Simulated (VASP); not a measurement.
Set up this calculation in VASP 6.6.1, as the native input.

```
Task                   : single point
Functional             : PBEsol
Dispersion             : D3(BJ)
Potentials or basis    : VASP PAW PBE potentials, release 64 (C)
Cutoff                 : 520 eV
k mesh                 : 15 × 15 × 15
Occupations            : gaussian, width 0.05 eV
Spin                   : no spin polarisation
Dipole correction      : no
Further INCAR settings : ALGO = Normal; EDIFF = 1e-06; NBANDS = 11
```

The structure of C lies in POSCAR:

```
C
1.0
    1.2290461105      0.7095901028      3.2829684898
   -1.2290461105      0.7095901028      3.2829684898
    0.0000000000     -1.4191802055      3.2829684898
C
2
Direct
    0.1680625321      0.1680625321      0.1539698891
    0.8319374679      0.8319374679      0.8460301109
```

This cell differs from its parent crystal: atoms displaced along a vibrational mode.

These files were run (other wordings do the same):

INCAR

```
SYSTEM = C
  PREC = Accurate
  ENCUT = 520
  EDIFF = 1E-6
  ISMEAR = 0
  SIGMA = 0.05
  LREAL = .FALSE.
  LASPH = .TRUE.
  NELM = 60
  ALGO = Normal
  ISIF = 2
  LWAVE = .FALSE.
  LCHARG = .FALSE.
  GGA = PS
  IVDW = 12
  NBANDS = 11
```

KPOINTS

```
Automatic mesh
0
G
  15 15 15
  0 0 0
```

Potentials or basis: VASP PAW PBE potentials, release 64 (C).

The run is started by

```console
$ cat potpaw_PBE.64/C/POTCAR > POTCAR
$ mpirun -np 1 vasp_std > vasp.out
```

Results of the run:

- Pressure: 1.2 GPa
- Largest force: 2.336 eV/Å
- Dispersion energy per atom: -0.113 eV

Caveat: the cell differs from its parent crystal (atoms displaced along a vibrational mode); the PAW data sets were made with another functional, which shifts forces and pressure a little.

It took 6.1 min on 1 thread of Intel(R) Xeon(R) Platinum 8175M CPU @ 2.50GHz (Skylake/Cascade Lake) (shared host), peak memory 0.27 GiB.
